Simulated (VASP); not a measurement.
Input of a VASP 6.6.1 run:

File INCAR:

```
PREC     = Accurate       # precision mode
ENCUT    = 520            # plane-wave cutoff, eV
EDIFF    = 1E-6           # SCF threshold, eV
ISMEAR   = -1             # smearing method
SIGMA    = 0.1            # smearing width, eV
LREAL    = F              # projectors in reciprocal space
LASPH    = T              # aspherical terms in the spheres
NELM     = 60             # most SCF steps
ALGO     = Normal         # electronic algorithm
ISIF     = 2              # what is computed and relaxed
LWAVE    = F              # write WAVECAR
LCHARG   = F              # write CHGCAR
GGA      = PS             # functional
NBANDS   = 12             # bands
```

Contents of KPOINTS:

```
Automatic mesh
0
Gamma
  16 16 16
```

POSCAR

```
Ag
1.0
    0.0000000000      1.7469443020      1.7469443020
    1.7469443020      0.0000000000      1.7469443020
    1.7469443020      1.7469443020      0.0000000000
Ag
1
Direct
    0.0000000000      0.0000000000      0.0000000000
```

Potentials or basis: VASP PAW PBE potentials, release 64 (Ag).

The run is started by

```bash
$ cat potpaw_PBE.64/Ag/POTCAR > POTCAR
$ mpirun -np 1 vasp_std > vasp.out
```

Question: Predict the pressure.

Answer: 182.4 GPa.

Caveat: the PAW data sets were made with another functional, which shifts forces and pressure a little.
